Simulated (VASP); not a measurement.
Wanted: the native input for a VASP 6.6.1 run.

| Property | Result |
| --- | --- |
| Task | single point |
| Functional | PBE |
| Potentials or basis | VASP PAW PBE potentials, release 64 (Ti_sv, Ge_d, Mo_sv) |
| Cutoff | 520 eV |
| k mesh | 4 × 4 × 4 |
| Occupations | gaussian, width 0.2 eV |
| Spin | no spin polarisation |
| Dipole correction | no |
| Further INCAR settings | ALGO = Normal; EDIFF = 1e-06; NBANDS = 95 |

The structure of TiGe8Mo3 lies in POSCAR:

```
TiGe8Mo3
1.0
    0.0000000000      0.0000000000      4.9038351000
    4.3599970000     -4.4042360000      0.0000000000
    4.3599970000      4.4042360000      0.0000000000
Ti Ge Mo
1 8 3
Direct
    0.5000000000      0.0000000000      0.0000000000
    0.0000000000      0.8395070000      0.8395070000
    0.5000000000      0.3390270000      0.3390270000
    0.2487030000      0.6637860000      0.1628890000
    0.7512970000      0.1628890000      0.6637860000
    0.2487030000      0.3362140000      0.8371110000
    0.7512970000      0.8371110000      0.3362140000
    0.0000000000      0.1604930000      0.1604930000
    0.5000000000      0.6609730000      0.6609730000
    0.0000000000      0.5000000000      0.5000000000
    0.2671700000      0.0000000000      0.5000000000
    0.7328300000      0.5000000000      0.0000000000
```

The input as run:

INCAR

```
SYSTEM = TiGe8Mo3
PREC = Accurate
ENCUT = 520
EDIFF = 1E-6
ISMEAR = 0
SIGMA = 0.2
LREAL = .False.
LASPH = .True.
NELM = 60
ALGO = Normal
ISIF = 2
LWAVE = .False.
LCHARG = .False.
GGA = PE
NBANDS = 95
```

KPOINTS

```
Automatic mesh
0
Gamma
  4 4 4
  0 0 0
```

Potentials or basis: VASP PAW PBE potentials, release 64 (Ti_sv, Ge_d, Mo_sv).

Launch:

```bash
$ cat potpaw_PBE.64/Ti_sv/POTCAR potpaw_PBE.64/Ge_d/POTCAR potpaw_PBE.64/Mo_sv/POTCAR > POTCAR
$ mpirun -np 1 vasp_std > vasp.out
```

Results of the run:

| Property | Result |
| --- | --- |
| Pressure | 0.2 GPa |
| Largest force | 0.050 eV/Å |
| Band gap on the k mesh | zero (band 83 reaches 10.08 eV, above the bottom of band 84 at 9.75 eV) |

It took 3.8 min on 1 thread of Intel(R) Xeon(R) 6975P-C (Granite Rapids), on a shared host, peak memory 0.46 GiB.
